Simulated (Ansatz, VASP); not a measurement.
# One calculation of Li3Ga2Sb3, two programs

```
Li Ga Sb
1.0
     5.56440    0.00000    0.00000
     0.00000    5.56440    0.00000
     0.00000    0.00000    5.56440
Li Ga Sb
3 2 3
Cartesian
  0.0000 2.7822 2.7822
  2.7822 0.0000 2.7822
  2.7822 2.7822 0.0000
  0.0000 0.0000 0.0000
  2.7822 2.7822 2.7822
  2.7822 0.0000 0.0000
  0.0000 2.7822 0.0000
  0.0000 0.0000 2.7822
```

Alike in both runs: task relaxation of cell and atoms; functional PBE; k mesh 4 × 4 × 4; occupations gaussian, width 0.1 eV; no spin polarisation.

|  | VASP | Ansatz |
| --- | --- | --- |
| version | VASP 6.6.1 | Ansatz 0.2.0 |
| potentials or method | VASP PAW PBE potentials, release 64 (Li_sv, Ga_d, Sb), cutoff 600 eV | scalar-relativistic, plane waves, PAW |
| valence electrons in the cell | 50 | 80 |

|  | VASP | Ansatz | Ansatz less VASP |
| --- | --- | --- | --- |
| gap on the k mesh at the Fermi level, each at its own relaxed structure (eV) | none | none | - |
| relaxed volume (Å³/atom) | 22.64 | 22.71 | +0.074 |
| relaxed cell length with the largest relative difference (Å) | 5.658 | 5.664 | +0.0062 |

A gap of «none» marks a metal or a gap that the smearing closes. VASP's potentials hold 50 valence electrons a cell and Ansatz's 80, so a difference there can come from the potentials and not from the codes.

Spin-orbit coupling is off throughout. Noted on VASP's run: the cutoff is short for stress, so the pressure is rough.
